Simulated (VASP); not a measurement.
The system is BeSe.

```
CELL_PARAMETERS angstrom
0.00000 2.53500 2.53500
2.53500 0.00000 2.53500
2.53500 2.53500 0.00000
ATOMIC_POSITIONS crystal
Be 0.00000 0.00000 0.00000
Se 0.25000 0.25000 0.25000
```

```yaml
Program: VASP 6.6.1
Task: relaxation of volume and atoms at fixed shape
Functional: PBE
Potentials_or_basis: VASP PAW PBE potentials, release 64 (Be, Se)
Cutoff: 600 eV
k_mesh: 5 × 5 × 5
Occupations: fermi-dirac, width 0.02 eV
Spin: no spin polarisation
```

At the start: pressure 5.8 GPa; volume 16.29 Å³/atom.

Task: Where does the relaxation end?

Result: Over 3 steps the energy falls by 19.2 meV/atom and the volume is 17.42 Å³/atom (+6.9 %); space group F-43m (No. 216, to 0.1 Å) before and after.

The path:
```csv
step,energy change (eV),largest force (eV/Å),pressure (GPa),volume (Å³)
1,0.0000,0.0000,5.75,32.58
2,-0.0363,0.0000,-1.18,35.42
3,-0.0385,0.0000,0.02,34.84
```

Final structure:
```
CELL_PARAMETERS angstrom
0.00000 2.59228 2.59228
2.59228 0.00000 2.59228
2.59228 2.59228 0.00000
ATOMIC_POSITIONS crystal
Be 0.00000 0.00000 0.00000
Se 0.25000 0.25000 0.25000
```

Caveat: the k points lie up to 0.42 Å⁻¹ apart in the final cell.
